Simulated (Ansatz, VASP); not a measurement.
## One calculation of NiO, two programs

```
Ni O
1.0
     2.83151    0.00000    0.00000
     0.00000    2.83151    0.00000
     0.00000    0.00000    3.35698
Ni O
1 1
Cartesian
  0.0000 0.0000 1.6785
  0.0000 0.0000 0.0000
```

Alike in both runs: functional PBE; k mesh 20 × 20 × 16; occupations gaussian, width 0.1 eV; no spin polarisation.

Ansatz relaxed the structure, and its values are those at the end. VASP's run is a single point on that final structure, the one shown.

|  | VASP | Ansatz |
| --- | --- | --- |
| version | VASP 6.6.1 | Ansatz 0.2.0 |
| potentials or method | VASP PAW PBE potentials, release 64 (Ni, O), cutoff 520 eV | scalar-relativistic, plane waves, PAW |
| valence electrons in the cell | 16 | 24 |

|  | VASP | Ansatz | Ansatz less VASP |
| --- | --- | --- | --- |
| gap on the k mesh at the Fermi level (eV) | none | none | - |
| pressure (GPa) | 0.1 | 0.0 | -0.09 |

A gap of «none» marks a metal or a gap that the smearing closes. The functional is the same, so the differences come from potentials, cutoffs and numerics. VASP's potentials hold 16 valence electrons a cell and Ansatz's 24, so a difference there can come from the potentials and not from the codes.
